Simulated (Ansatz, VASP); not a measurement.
# One calculation of Ga4Sb3P, two programs

```
CELL_PARAMETERS angstrom
6.10084 0.00000 0.00000
0.00000 6.10084 0.00000
0.00000 0.00000 6.10084
ATOMIC_POSITIONS crystal
P 0.00000 0.00000 0.00000
Ga 0.76401 0.76401 0.76401
Ga 0.23599 0.23599 0.76401
Ga 0.23599 0.76401 0.23599
Ga 0.76401 0.23599 0.23599
Sb 0.50000 0.50000 0.00000
Sb 0.50000 0.00000 0.50000
Sb 0.00000 0.50000 0.50000
```

Alike in both runs: task single point; functional PBE; k mesh 4 × 4 × 4; occupations fermi-dirac, width 0.02 eV; no spin polarisation.

|  | VASP | Ansatz |
| --- | --- | --- |
| version | VASP 6.6.1 | Ansatz 0.2.0 |
| potentials or method | VASP PAW PBE potentials, release 64 (P, Ga_d, Sb) | plane waves, PAW |
| plane-wave cutoff (eV) | 520 | 420 |
| valence electrons in the cell | 72 | 102 |

```csv
,VASP,Ansatz,Ansatz less VASP
pressure (GPa),-1.4,-1.4,-0.06
rms of the force components (eV/Å),0.006,0.007,+0.0007
```

VASP's potentials hold 72 valence electrons a cell and Ansatz's 102, so a difference there can come from the potentials and not from the codes.

Neither program's run includes spin-orbit coupling.
